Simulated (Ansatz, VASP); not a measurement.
## NiO in VASP and in Ansatz

The input INCAR:

```
SYSTEM = NiO
PREC = Accurate
ENCUT = 520
EDIFF = 1E-6
ISMEAR = 0
SIGMA = 0.05
LREAL = .False.
LASPH = .True.
NELM = 150
ALGO = Normal
ISIF = 2
LWAVE = .False.
LCHARG = .False.
ISPIN = 2
MAGMOM = 1.62 0
LORBIT = 11
LMAXMIX = 4
GGA = PE
NBANDS = 19
```

Contents of KPOINTS:

```
Automatic mesh
0
Gamma
  14 14 14
  0 0 0
```

POSCAR

```
NiO
1.0
    0.0000000000      2.1084194085      2.1084194085
    2.1084194085      0.0000000000      2.1084194085
    2.1084194085      2.1084194085      0.0000000000
Ni O
1 1
Direct
    0.0000000000      0.0000000000      0.0000000000
    0.5000000000      0.5000000000      0.5000000000
```

Input for Ansatz:

```yaml
crystal:
  lattice:
    - [0.0, 2.1084194085, 2.1084194085]
    - [2.1084194085, 0.0, 2.1084194085]
    - [2.1084194085, 2.1084194085, 0.0]
  atoms:
    - { symbol: Ni, position: [0.0, 0.0, 0.0], spin: 1.62 }
    - { symbol: O, position: [0.5, 0.5, 0.5] }
basis:
  ecutwfc: 420
  ecutrho_ratio: 4
kpoints:
  mp_grid: { grid: [14, 14, 14] }
hamiltonian:
  xc: pbe
scf:
  occupations: { method: gaussian, width: 0.05 }
output:
  forces: true
  stress: true
  eigenvalues: true
  populations: true
magnetization:
  spin_polarized: true
```

Alike in both runs: task single point; functional PBE; k mesh 14 × 14 × 14; occupations gaussian, width 0.05 eV; collinear spin.

|  | VASP | Ansatz |
| --- | --- | --- |
| version | VASP 6.6.1 | Ansatz 0.2.0 |
| potentials or method | VASP PAW PBE potentials, release 64 (Ni, O), cutoff 520 eV | scalar-relativistic, plane waves, PAW |
| valence electrons in the cell | 16 | 24 |

Ansatz gave:

| Quantity | Value |
| --- | --- |
| gap on the k mesh at the Fermi level (eV) | none |
| pressure (GPa) | 0.0 |
| net moment per atom (μB) | 0.91 |
| size of the moment on the site where the two differ most (μB) | 0.30 |

Task: Which values does VASP return?

Result: gap on the k mesh at the Fermi level (eV): none; pressure (GPa): -0.5; net moment per atom (μB): 0.89; size of the moment on the site where the two differ most (μB): 0.27.

Site moments also hang on the region over which each program counts them. A gap of «none» marks a metal or a gap that the smearing closes. The functional is the same, so the differences come from potentials, cutoffs and numerics. VASP's potentials hold 16 valence electrons a cell and Ansatz's 24, so a difference there can come from the potentials and not from the codes.
